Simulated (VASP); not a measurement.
# PtSe2 in VASP: a series of runs

PtSe2 is run at these levels: r2SCAN, r2SCAN+D3(BJ); tasks: single point.

All numbers are computed with VASP 6.6.1; they aren't measurements. Logs are shortened: lines on timing, memory, paths and dates and some standing lists are left out, and cuts for length are marked.

## (1) The cell of the first run

The cell holds a slab with vacuum, 6 atoms: a = 3.703 Å, b = 3.703 Å, c = 36.051 Å, α = 90.00°, β = 90.00°, γ = 120.00°.

## (2) Single point, r2SCAN

Input file POSCAR:

```
PtSe2
1.0
    3.7031765720      0.0000000000      0.0000000000
   -1.8515882860      3.2070449850      0.0000000000
    0.0000000000      0.0000000000     36.0508092830
Se Pt
4 2
Direct
    0.6666666667      0.3333333333      0.3886931417
    0.3333333333      0.6666666667      0.4615763899
    0.6666666667      0.3333333333      0.5384236101
    0.3333333333      0.6666666667      0.6113068583
    0.0000000000      0.0000000000      0.4254218303
    0.0000000000      0.0000000000      0.5745781697
```

Input file INCAR.step1:

```
SYSTEM = PtSe2
PREC     = Accurate       ! precision mode
ENCUT    = 440            ! plane-wave cutoff, eV
ISMEAR   = 0              ! smearing method
SIGMA    = 0.05           ! smearing width, eV
LREAL    = .False.        ! projectors in reciprocal space
LASPH    = .True.         ! aspherical terms in the spheres
NELM     = 120            ! most SCF steps
LDIPOL   = .True.       
IDIPOL   = 3            
DIPOL    = 0.5 0.5 0.500
NBANDS   = 31             ! bands
GGA      = PE             ! functional
ALGO     = Normal         ! electronic algorithm
EDIFF    = 1E-5           ! SCF threshold, eV
LWAVE    = .True.         ! write WAVECAR
LCHARG   = .False.        ! write CHGCAR
GGA_COMPAT= .False.      
NELMDL   = -8
```

Input file INCAR.step2:

```
SYSTEM = PtSe2
PREC     = Accurate       ! precision mode
ENCUT    = 440            ! plane-wave cutoff, eV
EDIFF    = 1E-6           ! SCF threshold, eV
ISMEAR   = 0              ! smearing method
SIGMA    = 0.05           ! smearing width, eV
LREAL    = .False.        ! projectors in reciprocal space
LASPH    = .True.         ! aspherical terms in the spheres
NELM     = 120            ! most SCF steps
ALGO     = Normal         ! electronic algorithm
ISIF     = 2              ! what is computed and relaxed
LWAVE    = .False.        ! write WAVECAR
LCHARG   = .True.         ! write CHGCAR
LDIPOL   = .True.       
IDIPOL   = 3            
DIPOL    = 0.5 0.5 0.500
METAGGA  = R2SCAN         ! meta-GGA
LMIXTAU  = .True.       
LELF     = .True.         ! ELF
LVHAR    = .True.       
LVACPOTAV= .True.       
NBANDS   = 31             ! bands
ISTART   = 1            
GGA_COMPAT= .False.
```

Input file KPOINTS:

```
regular mesh
0
Gamma
  12 12 1
  0 0 0
```

Potentials or basis: VASP PAW PBE potentials, release 64 (Se, Pt).

The run is started by

```
> cat potpaw_PBE.64/Se/POTCAR potpaw_PBE.64/Pt/POTCAR > POTCAR
> cp INCAR.step1 INCAR
> mpirun -np 1 vasp_std > vasp.out
> cp INCAR.step2 INCAR
> mpirun -np 1 vasp_std > vasp.out
```

OUTCAR:

```text
SYSTEM = PtSe2
   PREC = Accurate
   ENCUT = 440
   EDIFF = 1E-6
   ISMEAR = 0
   LREAL = .False.
   LASPH = .True.
   NELM = 120
   ISIF = 2
   METAGGA = R2SCAN
   ISTART = 1

 ion  position               nearest neighbor table
   1  0.667  0.333  0.389-   5 2.51   5 2.51   5 2.51
   2  0.333  0.667  0.462-   5 2.50   5 2.50   5 2.50
   3  0.667  0.333  0.538-   6 2.50   6 2.50   6 2.50
   4  0.333  0.667  0.611-   6 2.51   6 2.51   6 2.51
   5  0.000  0.000  0.425-   2 2.50   2 2.50   2 2.50   1 2.51   1 2.51   1 2.51
   6  0.000  0.000  0.575-   3 2.50   3 2.50   3 2.50   4 2.51   4 2.51   4 2.51

  LATTYP: Found a hexagonal cell.
 ALAT       =     3.7031765720
 C/A-ratio  =     9.7351040605

  Lattice vectors:

 A1 = (   3.7031765720,   0.0000000000,   0.0000000000)
 A2 = (  -1.8515882860,   3.2070449850,   0.0000000000)
 A3 = (   0.0000000000,   0.0000000000,  36.0508092830)

Analysis of symmetry for initial positions (statically):
=====================================================================
 Subroutine PRICEL returns:
 Original cell was already a primitive cell.

 Routine SETGRP: Setting up the symmetry group for a
 hexagonal supercell.

 Subroutine GETGRP returns: Found 12 space group operations
 (whereof 12 operations were pure point group operations)
 out of a pool of 24 trial point group operations.

The static configuration has the point symmetry D_3d.

Analysis of symmetry for dynamics (positions and initial velocities):
=====================================================================
 Subroutine PRICEL returns:
 Original cell was already a primitive cell.

 Routine SETGRP: Setting up the symmetry group for a
 hexagonal supercell.

 Subroutine GETGRP returns: Found 12 space group operations
 (whereof 12 operations were pure point group operations)
 out of a pool of 24 trial point group operations.

The dynamic configuration has the point symmetry D_3d.

 Subroutine INISYM returns: Found 12 space group operations
 (whereof 12 operations are pure point group operations),
 and found     1 'primitive' translations

----------------------------------------------------------------------------------------

                                     Primitive cell

  volume of cell :     428.1486

  direct lattice vectors                    reciprocal lattice vectors
     3.703176572  0.000000000  0.000000000     0.270038433  0.155906762  0.000000000
    -1.851588286  3.207044985  0.000000000     0.000000000  0.311813524  0.000000000
     0.000000000  0.000000000 36.050809283     0.000000000  0.000000000  0.027738628

  length of vectors
     3.703176572  3.703176571 36.050809283     0.311813524  0.311813524  0.027738628

  position of ions in fractional coordinates (direct lattice)
     0.666666667  0.333333333  0.388693142
     0.333333333  0.666666667  0.461576390
     0.666666667  0.333333333  0.538423610
     0.333333333  0.666666667  0.611306858
     0.000000000  0.000000000  0.425421830
     0.000000000  0.000000000  0.574578170

  ion indices of the primitive-cell ions
   primitive index   ion index
                 1           1
                 2           2
                 3           3
                 4           4
                 5           5
                 6           6

----------------------------------------------------------------------------------------

 KPOINTS: regular mesh

Automatic generation of k-mesh.
 Grid dimensions read from file:
 generate k-points for:   12   12    1

 Generating k-lattice:

  Cartesian coordinates                     Fractional coordinates (reciprocal lattice)
     0.022503203  0.012992230  0.000000000     0.083333333 -0.000000000  0.000000000
     0.000000000  0.025984460  0.000000000     0.000000000  0.083333333  0.000000000
     0.000000000  0.000000000  0.027738628     0.000000000  0.000000000  1.000000000

  Length of vectors
     0.025984460  0.025984460  0.027738628

  Shift w.r.t. Gamma in fractional coordinates (k-lattice)
     0.000000000  0.000000000  0.000000000

 Subroutine IBZKPT returns following result:
 ===========================================

 Found     19 irreducible k-points:

 Following reciprocal coordinates:
            Coordinates               Weight
  0.000000  0.000000  0.000000      1.000000
  0.083333  0.000000  0.000000      6.000000
  0.166667  0.000000  0.000000      6.000000
  0.250000  0.000000  0.000000      6.000000
  0.333333  0.000000  0.000000      6.000000
  0.416667  0.000000  0.000000      6.000000
[... 11 lines left out ...]
  0.333333  0.250000  0.000000     12.000000
  0.333333  0.333333  0.000000      2.000000
   k-points           NKPTS =     19   k-points in BZ     NKDIM =     19   number of bands    NBANDS=     31
   number of dos      NEDOS =    301   number of ions     NIONS =      6
   total plane-waves  NPLWV = 196000
   dimension x,y,z NGX =    28 NGY =   28 NGZ =  250
   dimension x,y,z NGXF=    56 NGYF=   56 NGZF=  500
   ions per type =               4   2
   NGX,Y,Z   is equivalent  to a cutoff of  12.57, 12.57, 11.53 a.u.
   NGXF,Y,Z  is equivalent  to a cutoff of  25.14, 25.14, 23.06 a.u.
 SYSTEM =  PtSe2
   PREC   = accura    normal or accurate (medium, high low for compatibility)
   ISTART =      1    job   : 0-new  1-cont  2-samecut
   ICHARG =      0    charge: 1-file 2-atom 10-const
   ISPIN  =      1    spin polarized calculation?
   LNONCOLLINEAR =      F non collinear calculations
   LSORBIT =      F    spin-orbit coupling
   LASPH  =      T    aspherical Exc in radial PAW
   ENCUT  =  440.0 eV  32.34 Ry    5.69 a.u.   6.33  6.33 61.66*2*pi/ulx,y,z
   NELM   =    120;   NELMIN=  2; NELMDL=  0     # of ELM steps
   EDIFF  = 0.1E-05   stopping-criterion for ELM
   LREAL  =      F    real-space projection
   EDIFFG = 0.1E-04   stopping-criterion for IOM
   NSW    =      0    number of steps for IOM
   IBRION =     -1    ionic relax: 0-MD 1-quasi-New 2-CG
   NFREE  =      0    steps in history (QN), initial steepest desc. (CG)
   ISIF   =      2    stress and relaxation
   ISYM   =      2    0-nonsym 1-usesym 2-fastsym
   POTIM  = 0.5000    time-step for ionic-motion
   TEBEG  =    0.0;   TEEND  =   0.0 temperature during run
   PSTRESS=    0.0 pullay stress
   NELECT =      44.0000    total number of electrons
   NUPDOWN=      -1.0000    fix difference up-down
   EMIN   =  10.00;   EMAX   =-10.00  energy-range for DOS
   EFERMI =   0.00;   METHOD = LEGACY
   ISMEAR =     0;   SIGMA  =   0.05  broadening in eV -4-tet -1-fermi 0-gaus
   EFERMI_NEDOS =   21; number of points for ismear=-14 and -15
   IALGO  =     38    algorithm
   IMIX   =      4    mixing-type and parameters
     AMIX     =   0.40;   BMIX     =  1.00
     AMIX_MAG =   1.60;   BMIX_MAG =  1.00
  volume/ion in A,a.u.               =      71.36       481.55
  Fermi-wavevector in a.u.,A,eV,Ry     =   0.766821  1.449082  8.000431  0.588015
  Thomas-Fermi vector in A             =   1.867244
   LORBIT       =      0    0 simple, 1 ext, 2 COOP (PROOUT), +10 PAW based schemes
   METAGGA = R2SCAN    functional components
   LHFCALC =     F    Hartree Fock is set to
   AEXX    =    0.0000 exact exchange contribution
   IVDW    =     0    specifies the selected vdW correction
   LEPSILON=     F    determine dielectric tensor
   LRPA    =     F    only Hartree local field effects (RPA)
 non-spin polarized calculation
 Gauss-broadening in eV      SIGMA  =   0.05
  energy-cutoff  :      440.00
  volume of cell :      428.15
 maximum number of plane-waves:      9033
 NGX is ok and might be reduce to    28
   NGX = 13   NGY = 13   NGZ =123

 number of electron      44.0000003 magnetization

 dipolmoment           0.000000      0.000000      0.000000 electrons x Angstroem

 Free energy of the ion-electron system (eV)
  ---------------------------------------------------
  ext. energy  EPLUGINS =         0.00000000
  ---------------------------------------------------
  free energy    TOTEN  =      -162.91990333 eV

  energy without entropy =     -162.91990333  energy(sigma->0) =     -162.91990333

 E-fermi :  -1.8730     XC(G=0):  -3.4979

 val. band max:       -2.1171262255   @ k =   0.0833   0.0833   0.0000
 cond. band min:      -1.4497100922   @ k =   0.2500   0.0000   0.0000
 fundamental gap:      0.6674161333
 Fermi energy:        -1.8730222850

 k-point     1 :       0.0000    0.0000    0.0000
  band No.  band energies     occupation
      1     -17.6000      2.00000
      2     -17.3789      2.00000
      3     -15.7551      2.00000
      4     -15.3936      2.00000
      5      -8.5883      2.00000
      6      -8.1837      2.00000
[... 23 lines left out ...]
     30       3.2257      0.00000
     31       3.3842      0.00000

 k-point     2 :       0.0833    0.0000    0.0000
  band No.  band energies     occupation
      1     -17.5204      2.00000
      2     -17.2999      2.00000
      3     -15.7519      2.00000
      4     -15.4069      2.00000
      5      -8.5347      2.00000
      6      -8.1963      2.00000
[... 23 lines left out ...]
     30       3.4975      0.00000
     31       3.7173      0.00000

 k-point     3 :       0.1667    0.0000    0.0000
  band No.  band energies     occupation
      1     -17.2911      2.00000
      2     -17.0734      2.00000
      3     -15.7438      2.00000
      4     -15.4451      2.00000
      5      -8.4623      2.00000
      6      -8.1818      2.00000
[... 23 lines left out ...]
     30       3.7249      0.00000
     31       3.9755      0.00000

 k-point     4 :       0.2500    0.0000    0.0000
  band No.  band energies     occupation
      1     -16.9437      2.00000
      2     -16.7340      2.00000
      3     -15.7340      2.00000
      4     -15.5023      2.00000
      5      -8.4483      2.00000
      6      -8.1287      2.00000
[... 23 lines left out ...]
     30       3.9908      0.00000
     31       4.2135      0.00000

 k-point     5 :       0.3333    0.0000    0.0000
  band No.  band energies     occupation
      1     -16.5405      2.00000
      2     -16.3498      2.00000
      3     -15.7243      2.00000
      4     -15.5682      2.00000
      5      -8.6307      2.00000
      6      -8.3814      2.00000
[... 23 lines left out ...]
     30       4.5791      0.00000
     31       4.7398      0.00000
[... 372 lines left out ...]
     30       5.6492      0.00000
     31       5.7637      0.00000

 k-point    17 :       0.2500    0.2500    0.0000
  band No.  band energies     occupation
      1     -16.0795      2.00000
      2     -15.9260      2.00000
      3     -15.6959      2.00000
      4     -15.6411      2.00000
      5      -8.5407      2.00000
      6      -8.4838      2.00000
[... 23 lines left out ...]
     30       5.2633      0.00000
     31       5.9059      0.00000

 k-point    18 :       0.3333    0.2500    0.0000
  band No.  band energies     occupation
      1     -15.8811      2.00000
      2     -15.7811      2.00000
      3     -15.6679      2.00000
      4     -15.6615      2.00000
      5      -8.6430      2.00000
      6      -8.6194      2.00000
[... 23 lines left out ...]
     30       5.9397      0.00000
     31       6.1199      0.00000

 k-point    19 :       0.3333    0.3333    0.0000
  band No.  band energies     occupation
      1     -15.7885      2.00000
      2     -15.7885      2.00000
      3     -15.6419      2.00000
      4     -15.6419      2.00000
      5      -8.4768      2.00000
      6      -8.2545      2.00000
[... 23 lines left out ...]
     30       5.8954      0.00000
     31       6.4389      0.00000

------------------------ aborting loop because EDIFF is reached ----------------------------------------

 vacuum level on the upper side and lower side of the slab       (xc-potential included)        -0.006        -0.006

  FORCE on cell =-STRESS in cart. coord.  units (eV):
  Direction    XX          YY          ZZ          XY          YZ          ZX
  --------------------------------------------------------------------------------------
  -------------------------------------------------------------------------------------
  Total        1.0600989      1.0600989      0.6474752     -0.0000000      0.0000000      0.0000000
  in kB        3.9670025      3.9670025      2.4229207     -0.0000000      0.0000000      0.0000000
  external PRESSURE =       3.4523086 kB  Pullay stress =       0.0000000 kB

 VOLUME and BASIS-vectors are now :
 -----------------------------------------------------------------------------
  energy-cutoff  :      440.00
  volume of cell :      428.15
      direct lattice vectors                 reciprocal lattice vectors
     3.703176572  0.000000000  0.000000000     0.270038433  0.155906762  0.000000000
    -1.851588286  3.207044985  0.000000000     0.000000000  0.311813524  0.000000000
     0.000000000  0.000000000 36.050809283     0.000000000  0.000000000  0.027738628

 POSITION                                       TOTAL-FORCE (eV/Angst)
 -----------------------------------------------------------------------------------
      1.85159      1.06901     14.01270         0.000000     -0.000000     -0.051479
     -0.00000      2.13803     16.64020         0.000000      0.000000     -0.011800
      1.85159      1.06901     19.41061        -0.000000     -0.000000      0.011800
     -0.00000      2.13803     22.03811        -0.000000     -0.000000      0.051479
      0.00000      0.00000     15.33680         0.000000      0.000000     -0.043052
      0.00000      0.00000     20.71401        -0.000000     -0.000000      0.043052
 -----------------------------------------------------------------------------------
    total drift:                               -0.000000      0.000000      0.000000

  FREE ENERGIE OF THE ION-ELECTRON SYSTEM (eV)
  ---------------------------------------------------
  free  energy   TOTEN  =      -162.9199033316 eV

  energy  without entropy=     -162.9199033316  energy(sigma->0) =     -162.91990333

 vacuum level on the upper side and lower side of the slab         3.159         3.159
```

Wall time 41 min (1 thread of Oxide Virtual Turin-like, shared host); peak memory 0.56 GiB.

What came out:

* Free energy: -162.9199 eV
* Largest force: 0.051 eV/Å
* Band gap on the k mesh: 0.67 eV (least direct gap 1.24 eV)
* Ionisation potential of the upper face: 5.28 eV

Forces in eV/Å, atoms in the order of the input:
```
Se   0.000  0.000 -0.051
Se   0.000  0.000 -0.012
Se   0.000  0.000  0.012
Se   0.000  0.000  0.051
Pt   0.000  0.000 -0.043
Pt   0.000  0.000  0.043
```

Caveat: the PAW data sets were made with another functional, which shifts forces and pressure a little; spin-orbit coupling is left out, which moves the levels of the heavy elements.

## (3) Single point, r2SCAN+D3(BJ)

This run uses another cell than the first one.

Input file POSCAR:

```
PtSe2
1.0
    3.7031765715      0.0000000003      0.0000000000
   -1.8515882860      3.2070449855      0.0000000000
    0.0000000000      0.0000000000     38.9733057214
Se Pt
4 2
Direct
    0.6666666667      0.3333333333      0.3482884063
    0.3333333333      0.6666666667      0.4157063487
    0.6666666667      0.3333333333      0.4867910162
    0.3333333333      0.6666666667      0.5542089586
    0.0000000000      0.0000000000      0.3822629159
    0.0000000000      0.0000000000      0.5202344490
```

Input file INCAR.step1:

```
  PREC = Accurate
  ENCUT = 440
  ISMEAR = 0
  SIGMA = 0.05
  LREAL = F
  LASPH = T
  NELM = 120
  LDIPOL = T
  IDIPOL = 3
  DIPOL = 0.5 0.5 0.451
  NBANDS = 31
  GGA = PE
  ALGO = Normal
  EDIFF = 1E-5
  LWAVE = T
  LCHARG = F
  GGA_COMPAT = F
  NELMDL = -8
```

Input file INCAR.step2:

```
  PREC = Accurate
  ENCUT = 440
  EDIFF = 1E-6
  ISMEAR = 0
  SIGMA = 0.05
  LREAL = F
  LASPH = T
  NELM = 120
  ALGO = Normal
  ISIF = 2
  LWAVE = F
  LCHARG = F
  LDIPOL = T
  IDIPOL = 3
  DIPOL = 0.5 0.5 0.451
  METAGGA = R2SCAN
  LMIXTAU = T
  IVDW = 12
  VDW_S6 = 1.0
  VDW_S8 = 0.78981345
  VDW_A1 = 0.49484001
  VDW_A2 = 5.73083694
  NBANDS = 31
  ISTART = 1
  GGA_COMPAT = F
```

Input file KPOINTS:

```
regular mesh
0
Gamma
  12 12 1
```

Potentials or basis: VASP PAW PBE potentials, release 64 (Se, Pt).

The run is started by

```
> cat potpaw_PBE.64/Se/POTCAR potpaw_PBE.64/Pt/POTCAR > POTCAR
> cp INCAR.step1 INCAR
> mpirun -np 1 vasp_std > vasp.out
> cp INCAR.step2 INCAR
> mpirun -np 1 vasp_std > vasp.out
```

Run time: 23 min. Hardware: 1 thread of Oxide Virtual Turin-like, shared host; peak memory 0.6 GiB.

Results (log left out):

```yaml
Free_energy: -163.8867 eV
Largest_force: 0.012 eV/Å
Band_gap_on_the_k_mesh: 0.67 eV (least direct gap 1.24 eV)
Dispersion_energy_per_atom: -0.161 eV
```

Forces on the atoms (eV/Å):
```
Se   0.000  0.000 -0.010
Se   0.000  0.000  0.012
Se   0.000  0.000 -0.012
Se   0.000  0.000  0.010
Pt   0.000  0.000  0.000
Pt   0.000  0.000  0.000
```

Levels at points of the mesh, in eV from the valence-band top:
```csv
k point,band 20,band 21,band 22,band 23,band 24,band 25
"(0.00, 0.00, 0.00)",-0.69,-0.69,-0.31,2.30,2.30,2.58
"(0.50, 0.00, 0.00)",-2.56,-2.52,-1.72,1.64,1.93,2.09
```

Caveat: the PAW data sets were made with another functional, which shifts forces and pressure a little; spin-orbit coupling is left out, which moves the levels of the heavy elements.
